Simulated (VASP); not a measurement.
Here is a VASP 6.6.1 calculation.

Contents of INCAR:

```
SYSTEM = Na
PREC = Accurate
ENCUT = 500
EDIFF = 1E-6
ISMEAR = -1
SIGMA = 0.05
LREAL = .False.
LASPH = .True.
NELM = 120
ALGO = Normal
ISIF = 2
LWAVE = .False.
LCHARG = .True.
GGA = PS
LELF = .True.
LVHAR = .True.
NBANDS = 10
GGA_COMPAT = .False.
```

Contents of KPOINTS:

```
regular mesh
0
Gamma
  12 12 12
  0 0 0
```

POSCAR

```
Na
1.0
   -2.1214162385      2.1214162385      2.1214162385
    2.1214162385     -2.1214162385      2.1214162385
    2.1214162385      2.1214162385     -2.1214162385
Na
1
Direct
    0.0000000000      0.0000000000      0.0000000000
```

Potentials or basis: VASP PAW PBE potentials, release 64 (Na_pv).

Launch:

```console
$ cat potpaw_PBE.64/Na_pv/POTCAR > POTCAR
$ mpirun -np 1 vasp_std > vasp.out
```

Estimate the pressure.

-0.4 GPa.

Caveat: the PAW data sets were made with another functional, which shifts forces and pressure a little.
